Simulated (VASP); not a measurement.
Set up this calculation in VASP 6.6.1, as the native input.

```
Task                   : single point
Functional             : PBE
Potentials or basis    : VASP PAW PBE potentials, release 64 (W_sv, Se)
Cutoff                 : 520 eV
k mesh                 : 14 × 14 × 14
Occupations            : gaussian, width 0.1 eV
Spin                   : no spin polarisation
Dipole correction      : no
Further INCAR settings : ALGO = Normal; EDIFF = 1e-06; NBANDS = 17
```

The structure of WSe lies in POSCAR:

```
WSe
1.0
    3.3458535747      0.0000000000      0.0000000000
    0.0000000000      3.3458535747      0.0000000000
    0.0000000000      0.0000000000      3.3458535747
W Se
1 1
Direct
    0.0000000000      0.0000000000      0.0000000000
    0.5000000000      0.5000000000      0.5000000000
```

The input as run:

INCAR

```
SYSTEM = WSe
ALGO = Normal
EDIFF = 1E-6
ENCUT = 520
GGA = PE
ISIF = 2
ISMEAR = 0
LASPH = .True.
LCHARG = .False.
LREAL = .False.
LWAVE = .False.
NBANDS = 17
NELM = 100
PREC = Accurate
SIGMA = 0.1
```

KPOINTS

```
k-points
0
Gamma
  14 14 14
  0 0 0
```

Potentials or basis: VASP PAW PBE potentials, release 64 (W_sv, Se).

Run with:

```bash
$ cat potpaw_PBE.64/W_sv/POTCAR potpaw_PBE.64/Se/POTCAR > POTCAR
$ mpirun -np 1 vasp_std > vasp.out
```

Results of the run:

```
Pressure               : -23.6 GPa
Band gap on the k mesh : zero (band 10 reaches 10.52 eV, above the bottom of band 11 at 7.75 eV)
```

Caveat: spin-orbit coupling is left out, which moves the levels of the heavy elements.

Wall time 65 s on 1 thread of Intel(R) Xeon(R) Platinum 8259CL CPU @ 2.50GHz (Skylake/Cascade Lake) (shared host), peak memory 0.21 GiB.
